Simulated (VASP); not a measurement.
A run of VASP 6.6.1:

File INCAR:

```
PREC = Accurate ; ENCUT = 520
EDIFF = 1E-6 ; ISMEAR = 0
SIGMA = 0.02 ; LREAL = False
LASPH = True ; NELM = 60
ALGO = Normal ; ISIF = 2
LWAVE = False ; LCHARG = True
LDIPOL = True ; IDIPOL = 3
DIPOL = 0.5 0.5 0.500 ; GGA = PE
IVDW = 12 ; LELF = True
LVHAR = True ; LVACPOTAV = True
NBANDS = 18
```

The input KPOINTS:

```
Automatic mesh
0
Gamma
  9 9 1
```

The input POSCAR:

```
PtS2
1.0
    3.5414376595      0.0000000000      0.0000000000
   -1.7707188298      3.0669749791      0.0000000000
    0.0000000000      0.0000000000     30.8254864128
S Pt
2 1
Direct
    0.6666666667      0.3333333333      0.4597154276
    0.3333333333      0.6666666667      0.5402845724
    0.0000000000      0.0000000000      0.5000000000
```

Potentials or basis: VASP PAW PBE potentials, release 64 (S, Pt).

Launch:

```console
$ cat potpaw_PBE.64/S/POTCAR potpaw_PBE.64/Pt/POTCAR > POTCAR
$ mpirun -np 1 vasp_std > vasp.out
```

Hardware: 1 thread of Intel Xeon 8259CL, on a shared host.

Problem. How long does it take, and how much memory?

Solution. It took 4 min on 1 thread of Intel Xeon 8259CL, with other jobs on the host, peak memory 0.48 GiB. Counts: scf iterations 20, k points 12.
